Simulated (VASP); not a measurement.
**NaH: relaxation of cell and atoms with PBEsol**

NaH:

```xyz
2
Lattice="2.3957 2.3957 0.0000 -2.3957 2.3957 0.0000 0.0000 2.3957 2.3957" Properties=species:S:1:pos:R:3 pbc="T T T"
Na    0.0000    0.0000    0.0000
H     0.0000    2.3957    0.0000
```

| Property | Result |
| --- | --- |
| Program | VASP 6.6.1 |
| Task | relaxation of cell and atoms |
| Functional | PBEsol |
| Potentials or basis | VASP PAW PBE potentials, release 64 (Na_pv, H) |
| Cutoff | 600 eV |
| k mesh | 8 × 8 × 8 |
| Occupations | gaussian, width 0.01 eV |
| Spin | no spin polarisation |
| Target pressure | 10 GPa |
| Dipole correction | no |
| Further INCAR settings | ALGO = Normal; EDIFF = 1e-07; IBRION = 2; EDIFFG = -0.002; NSW = 100; ISIF = 3 |

```
Relaxed volume                                             : 10.65 Å³/atom
Relaxed cell                                               : a = 3.112 Å, b = 3.112 Å, c = 3.112 Å, α = 60.00°, β = 60.00°, γ = 90.00°
Space group after relaxing (to 0.1 Å)                      : Fm-3m (No. 225)
Energy change on relaxing (the run minimises the enthalpy) : +78.9 meV/atom
Ionic steps                                                : 21
Pressure after relaxing                                    : 10.0 GPa
Band gap on the k mesh                                     : 4.03 eV (least direct gap 5.04 eV)
```

Step by step:
```tsv
step	energy change (eV)	largest force (eV/Å)	pressure (GPa)	volume (Å³)
1	0.0000	0.0000	0.03	27.50
2	0.0361	0.0000	3.89	24.23
3	0.1254	0.0000	8.54	21.87
4	0.1616	0.0000	10.17	21.25
5	0.1544	0.0000	9.84	21.36
6	0.1544	0.0000	9.84	21.36
7	0.1545	0.0000	9.84	21.36
8	0.1545	0.0000	9.86	21.36
9	0.1545	0.0000	9.85	21.36
10	0.1545	0.0000	9.85	21.36
11	0.1545	0.0000	9.85	21.36
12	0.1545	0.0000	9.85	21.36
13	0.1546	0.0000	9.85	21.36
14	0.1546	0.0000	9.85	21.36
15	0.1548	0.0000	9.84	21.35
16	0.1550	0.0000	9.88	21.35
17	0.1555	0.0000	9.90	21.34
18	0.1564	0.0000	9.95	21.33
19	0.1584	0.0000	10.04	21.30
20	0.1575	0.0000	9.96	21.31
21	0.1579	0.0000	10.01	21.30
```

Final structure:
```yaml
crystal:
  lattice:
    - [2.20028, 2.20028, 0.00000]
    - [-2.20028, 2.20028, 0.00000]
    - [0.00000, 2.20028, 2.20028]
  atoms:
    - { symbol: Na, position: [0.00000, 0.00000, 0.00000] }
    - { symbol: H, position: [0.50000, 0.50000, 0.00000] }
```

Levels at points of the mesh, in eV from the valence-band top:
```
           k point  band 2  band 3  band 4  band 5  band 6  band 7
(0.00, 0.00, 0.00)  -21.59  -21.59   -4.59   13.16   17.59   17.59
(0.50, 0.00, 0.00)  -21.62  -21.62   -1.01    4.03   12.71   15.06
(0.50, 0.50, 0.00)  -21.67  -21.67   -0.27    5.02   10.82   12.39
```

It took 110 s on 1 thread of Intel Xeon 8259CL, with other jobs on the host, peak memory 0.15 GiB.

Caveat: the cell is relaxed towards a set pressure, so the run minimises the enthalpy, not the energy; the volume moved by over 15 % at a fixed basis, so the end points are rough; the PAW data sets were made with another functional, which shifts forces and pressure a little. A k mesh can miss the band edges.
